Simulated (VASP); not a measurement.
# SiC4 (P-1) in VASP: single point with PBE

Aim: the single point of SiC4 with PBE.

All numbers are computed with VASP 6.6.1; they aren't measurements. Logs are shortened: lines on timing, memory, paths and dates and some standing lists are left out, and cuts for length are marked.

## (1) The cell of the first run

The typed cell holds 10 atoms: a = 4.088 Å, b = 4.330 Å, c = 7.339 Å, α = 97.07°, β = 93.47°, γ = 116.42°.

## (2) Single point, PBE

INCAR

```
PREC     = Accurate       # precision mode
ENCUT    = 520            # plane-wave cutoff, eV
EDIFF    = 1E-6           # SCF threshold, eV
ISMEAR   = 0              # smearing method
SIGMA    = 0.02           # smearing width, eV
LREAL    = False          # projectors in reciprocal space
LASPH    = True           # aspherical terms in the spheres
NELM     = 60             # most SCF steps
ALGO     = Normal         # electronic algorithm
ISIF     = 2              # what is computed and relaxed
LWAVE    = False          # write WAVECAR
LCHARG   = False          # write CHGCAR
GGA      = PE             # functional
NBANDS   = 31             # bands
```

KPOINTS

```
regular mesh
0
Gamma
  10 10 6
```

POSCAR

```
SiC4
1.0
    4.0876446450      0.0032517614      0.0020751081
   -1.9299110575      3.8762862433     -0.0015508801
   -0.4474341672     -1.2283280938      7.2219741026
Si C
2 8
Direct
    0.4599360523      0.2210306492      0.7593407348
    0.5400639477      0.7789693508      0.2406592652
    0.8989329862      0.3860647722      0.9226110593
    0.4578901159      0.4477093131      0.4066451568
    0.5421098841      0.5522906869      0.5933548432
    0.1010670138      0.6139352278      0.0773889407
    0.6502292734      0.9005472584      0.6939853698
    0.0222203018      0.8671020442      0.1947825458
    0.9777796982      0.1328979558      0.8052174542
    0.3497707266      0.0994527416      0.3060146302
```

Potentials or basis: VASP PAW PBE potentials, release 64 (Si, C).

Run with:

```
cat potpaw_PBE.64/Si/POTCAR potpaw_PBE.64/C/POTCAR > POTCAR
mpirun -np 1 vasp_std > vasp.out
```

OUTCAR:

```text
PREC = Accurate
   ENCUT = 520
   EDIFF = 1E-6
   ISMEAR = 0
   LREAL = False
   LASPH = True
   NELM = 60
   ISIF = 2
   GGA = PE

 ion  position               nearest neighbor table
   1  0.460  0.221  0.759-   3 1.89   9 1.89   7 1.90   5 1.92   9 2.32
   2  0.540  0.779  0.241-   6 1.89   8 1.89  10 1.90   4 1.92   8 2.32
   3  0.899  0.386  0.923-   6 1.35   9 1.47   1 1.89
   4  0.458  0.448  0.407-   5 1.36  10 1.45   2 1.92
   5  0.542  0.552  0.593-   4 1.36   7 1.45   1 1.92
   6  0.101  0.614  0.077-   3 1.35   8 1.47   2 1.89
   7  0.650  0.901  0.694-   9 1.39   5 1.45   1 1.90
   8  0.022  0.867  0.195-  10 1.39   6 1.47   2 1.89   2 2.32
   9  0.978  0.133  0.805-   7 1.39   3 1.47   1 1.89   1 2.32
  10  0.350  0.099  0.306-   8 1.39   4 1.45   2 1.90

  LATTYP: Found a triclinic cell.
 ALAT       =     4.0876464651
 B/A-ratio  =     2.6054913127
 C/A-ratio  =     2.4573201590
 COS(alpha) =     0.0096392066
 COS(beta)  =     0.6430502590
 COS(gamma) =     0.7258507480

  Lattice vectors:

 A1 = (   4.0876446450,   0.0032517614,   0.0020751081)
 A2 = (   7.7278551228,  -1.2218245710,   7.2261243188)
 A3 = (   6.4649898697,  -2.6447063881,  -7.2183481144)

Analysis of symmetry for initial positions (statically):
=====================================================================
 Subroutine PRICEL returns:
 Original cell was already a primitive cell.

 Routine SETGRP: Setting up the symmetry group for a
 triclinic supercell.

 Subroutine GETGRP returns: Found  2 space group operations
 (whereof  2 operations were pure point group operations)
 out of a pool of  2 trial point group operations.

The static configuration has the point symmetry S_2 .

Analysis of symmetry for dynamics (positions and initial velocities):
=====================================================================
 Subroutine PRICEL returns:
 Original cell was already a primitive cell.

 Routine SETGRP: Setting up the symmetry group for a
 triclinic supercell.

 Subroutine GETGRP returns: Found  2 space group operations
 (whereof  2 operations were pure point group operations)
 out of a pool of  2 trial point group operations.

The dynamic configuration has the point symmetry S_2 .

 Subroutine INISYM returns: Found  2 space group operations
 (whereof  2 operations are pure point group operations),
 and found     1 'primitive' translations

----------------------------------------------------------------------------------------

                                     Primitive cell

  volume of cell :     114.4774

  direct lattice vectors                    reciprocal lattice vectors
     4.087644645  0.003251761  0.002075108     0.244524598  0.121757349  0.035858150
    -1.929911058  3.876286243 -0.001550880    -0.000227408  0.257883206  0.043847213
    -0.447434167 -1.228328094  7.221974103    -0.000070309  0.000020394  0.138465408

  length of vectors
     4.087646465  4.330144817  7.339339015     0.275504879  0.261584361  0.138465428

  position of ions in fractional coordinates (direct lattice)
     0.459936052  0.221030649  0.759340735
     0.540063948  0.778969351  0.240659265
     0.898932986  0.386064772  0.922611059
     0.457890116  0.447709313  0.406645157
     0.542109884  0.552290687  0.593354843
     0.101067014  0.613935228  0.077388941
     0.650229273  0.900547258  0.693985370
     0.022220302  0.867102044  0.194782546
     0.977779698  0.132897956  0.805217454
     0.349770727  0.099452742  0.306014630

  ion indices of the primitive-cell ions
   primitive index   ion index
                 1           1
                 2           2
                 3           3
                 4           4
                 5           5
                 6           6
                 7           7
                 8           8
                 9           9
                10          10

----------------------------------------------------------------------------------------

 KPOINTS: regular mesh

Automatic generation of k-mesh.
 Grid dimensions read from file:
 generate k-points for:   10   10    6

 Generating k-lattice:

  Cartesian coordinates                     Fractional coordinates (reciprocal lattice)
     0.024452460  0.012175735  0.003585815     0.100000000 -0.000000000 -0.000000000
    -0.000022741  0.025788321  0.004384721    -0.000000000  0.100000000  0.000000000
    -0.000011718  0.000003399  0.023077568     0.000000000 -0.000000000  0.166666667

  Length of vectors
     0.027550488  0.026158436  0.023077571

  Shift w.r.t. Gamma in fractional coordinates (k-lattice)
     0.000000000  0.000000000  0.000000000

 Subroutine IBZKPT returns following result:
 ===========================================

 Found    304 irreducible k-points:

 Following reciprocal coordinates:
            Coordinates               Weight
  0.000000  0.000000  0.000000      1.000000
  0.100000  0.000000 -0.000000      2.000000
  0.200000  0.000000 -0.000000      2.000000
  0.300000 -0.000000  0.000000      2.000000
  0.400000 -0.000000  0.000000      2.000000
  0.500000 -0.000000 -0.000000      1.000000
[... 16 lines left out ...]
 -0.400000  0.200000  0.000000      2.000000
 -0.300000  0.200000 -0.000000      2.000000
 [... further k-points ...]
   k-points           NKPTS =    304   k-points in BZ     NKDIM =    304   number of bands    NBANDS=     31
   number of dos      NEDOS =    301   number of ions     NIONS =     10
   total plane-waves  NPLWV =  53760
   dimension x,y,z NGX =    30 NGY =   32 NGZ =   56
   dimension x,y,z NGXF=    60 NGYF=   64 NGZF=  112
   ions per type =               2   8
   NGX,Y,Z   is equivalent  to a cutoff of  12.20, 12.29, 12.68 a.u.
   NGXF,Y,Z  is equivalent  to a cutoff of  24.40, 24.57, 25.37 a.u.
 SYSTEM =  unknown system
   PREC   = accura    normal or accurate (medium, high low for compatibility)
   ISTART =      0    job   : 0-new  1-cont  2-samecut
   ICHARG =      2    charge: 1-file 2-atom 10-const
   ISPIN  =      1    spin polarized calculation?
   LNONCOLLINEAR =      F non collinear calculations
   LSORBIT =      F    spin-orbit coupling
   LASPH  =      T    aspherical Exc in radial PAW
   ENCUT  =  520.0 eV  38.22 Ry    6.18 a.u.   7.60  8.05 13.65*2*pi/ulx,y,z
   NELM   =     60;   NELMIN=  2; NELMDL= -5     # of ELM steps
   EDIFF  = 0.1E-05   stopping-criterion for ELM
   LREAL  =      F    real-space projection
   EDIFFG = 0.1E-04   stopping-criterion for IOM
   NSW    =      0    number of steps for IOM
   IBRION =     -1    ionic relax: 0-MD 1-quasi-New 2-CG
   NFREE  =      0    steps in history (QN), initial steepest desc. (CG)
   ISIF   =      2    stress and relaxation
   ISYM   =      2    0-nonsym 1-usesym 2-fastsym
   POTIM  = 0.5000    time-step for ionic-motion
   TEBEG  =    0.0;   TEEND  =   0.0 temperature during run
   PSTRESS=    0.0 pullay stress
   NELECT =      40.0000    total number of electrons
   NUPDOWN=      -1.0000    fix difference up-down
   EMIN   =  10.00;   EMAX   =-10.00  energy-range for DOS
   EFERMI =   0.00;   METHOD = LEGACY
   ISMEAR =     0;   SIGMA  =   0.02  broadening in eV -4-tet -1-fermi 0-gaus
   EFERMI_NEDOS =   21; number of points for ismear=-14 and -15
   IALGO  =     38    algorithm
   IMIX   =      4    mixing-type and parameters
     AMIX     =   0.40;   BMIX     =  1.00
     AMIX_MAG =   1.60;   BMIX_MAG =  1.00
  volume/ion in A,a.u.               =      11.45        77.25
  Fermi-wavevector in a.u.,A,eV,Ry     =   1.153068  2.178983 18.089843  1.329566
  Thomas-Fermi vector in A             =   2.289715
   LORBIT       =      0    0 simple, 1 ext, 2 COOP (PROOUT), +10 PAW based schemes
   GGA     = PE    functional components
   LHFCALC =     F    Hartree Fock is set to
   AEXX    =    0.0000 exact exchange contribution
   IVDW    =     0    specifies the selected vdW correction
   LEPSILON=     F    determine dielectric tensor
   LRPA    =     F    only Hartree local field effects (RPA)
 non-spin polarized calculation
 Gauss-broadening in eV      SIGMA  =   0.02
  energy-cutoff  :      520.00
  volume of cell :      114.48
 maximum number of plane-waves:      3101
   NGX = 15   NGY = 17   NGZ = 27

 number of electron      40.0000003 magnetization

 Free energy of the ion-electron system (eV)
  ---------------------------------------------------
  ext. energy  EPLUGINS =         0.00000000
  ---------------------------------------------------
  free energy    TOTEN  =       -78.80022442 eV

  energy without entropy =      -78.80022442  energy(sigma->0) =      -78.80022442

 E-fermi :   4.6259     XC(G=0):  -9.7724

 val. band max:        4.4967612226   @ k =   0.0000   0.5000   0.5000
 cond. band min:       4.8460484521   @ k =   0.0000   0.0000   0.0000
 fundamental gap:      0.3492872296
 Fermi energy:         4.6259039625

 k-point     1 :       0.0000    0.0000    0.0000
  band No.  band energies     occupation
      1     -12.9398      2.00000
      2     -11.9470      2.00000
      3     -10.7414      2.00000
      4      -8.0230      2.00000
      5      -7.4701      2.00000
      6      -4.1766      2.00000
[... 23 lines left out ...]
     30      11.7497      0.00000
     31      12.9043      0.00000

 k-point     2 :       0.1000    0.0000   -0.0000
  band No.  band energies     occupation
      1     -12.8913      2.00000
      2     -11.9304      2.00000
      3     -10.7085      2.00000
      4      -8.2048      2.00000
      5      -7.2914      2.00000
      6      -4.5506      2.00000
[... 23 lines left out ...]
     30      12.0401      0.00000
     31      12.6961      0.00000

 k-point     3 :       0.2000    0.0000   -0.0000
  band No.  band energies     occupation
      1     -12.7528      2.00000
      2     -11.8947      2.00000
      3     -10.6111      2.00000
      4      -8.5173      2.00000
      5      -7.0034      2.00000
      6      -5.0896      2.00000
[... 703 lines left out ...]
     30      12.3724      0.00000
     31      12.7209      0.00000

 k-point    24 :      -0.3000    0.2000   -0.0000
  band No.  band energies     occupation
      1     -12.6166      2.00000
      2     -11.7070      2.00000
      3     -10.7313      2.00000
      4      -8.2771      2.00000
      5      -7.3535      2.00000
      6      -5.5765      2.00000
[... 23 lines left out ...]
     30      12.2515      0.00000
     31      12.5212      0.00000

 [... further k-points ...]
[... 5 lines left out ...]
  --------------------------------------------------------------------------------------
  -------------------------------------------------------------------------------------
  Total        0.0310291      0.1239043      0.1930870      0.0090074      0.1768741      0.0291388
  in kB        0.4342698      1.7341129      2.7023644      0.1260636      2.4754558      0.4078147
  external PRESSURE =       1.6235823 kB  Pullay stress =       0.0000000 kB

 VOLUME and BASIS-vectors are now :
 -----------------------------------------------------------------------------
  energy-cutoff  :      520.00
  volume of cell :      114.48
      direct lattice vectors                 reciprocal lattice vectors
     4.087644645  0.003251761  0.002075108     0.244524598  0.121757349  0.035858150
    -1.929911058  3.876286243 -0.001550880    -0.000227408  0.257883206  0.043847213
    -0.447434167 -1.228328094  7.221974103    -0.000070309  0.000020394  0.138465408

 POSITION                                       TOTAL-FORCE (eV/Angst)
 -----------------------------------------------------------------------------------
      1.11373     -0.07445      5.48455        -0.006340      0.003481      0.001199
      0.59657      2.72566      1.73795         0.006340     -0.003481     -0.001199
      2.51664      0.36615      6.66434        -0.027382      0.007945     -0.000684
      0.82571      1.23744      2.93704        -0.003268      0.014727     -0.036570
      0.88459      1.41377      4.28546         0.003268     -0.014727      0.036570
     -0.80634      2.28506      0.55816         0.027382     -0.007945      0.000684
      0.60942      2.64045      5.01190        -0.034967     -0.015424     -0.019502
     -1.66975      3.12195      1.40542        -0.063114     -0.011834     -0.008390
      3.38005     -0.47074      5.81708         0.063114      0.011834      0.008390
      1.10088      0.01076      2.21060         0.034967      0.015424      0.019502
 -----------------------------------------------------------------------------------
    total drift:                                0.000000      0.000000     -0.000000

  FREE ENERGIE OF THE ION-ELECTRON SYSTEM (eV)
  ---------------------------------------------------
  free  energy   TOTEN  =       -78.8002244191 eV

  energy  without entropy=      -78.8002244191  energy(sigma->0) =      -78.80022442
```

Run time: 24 min. Hardware: 1 thread of Oxide Virtual Turin-like, shared host; peak memory 0.75 GiB.

Results:

```yaml
Free_energy: -78.8002 eV
Pressure: 0.2 GPa
Largest_force: 0.065 eV/Å
Band_gap_on_the_k_mesh: 0.35 eV (least direct gap 1.14 eV)
```

Forces in eV/Å, atoms in the order of the input:
```
Si  -0.006  0.003  0.001
Si   0.006 -0.003 -0.001
C   -0.027  0.008 -0.001
C   -0.003  0.015 -0.037
C    0.003 -0.015  0.037
C    0.027 -0.008  0.001
C   -0.035 -0.015 -0.020
C   -0.063 -0.012 -0.008
C    0.063  0.012  0.008
C    0.035  0.015  0.020
```

Stress tensor (GPa, compression positive):
```
0.04 0.01 0.04
0.01 0.17 0.25
0.04 0.25 0.27
```

Caveat: semilocal functionals underestimate gaps, and a narrow one can read as zero.
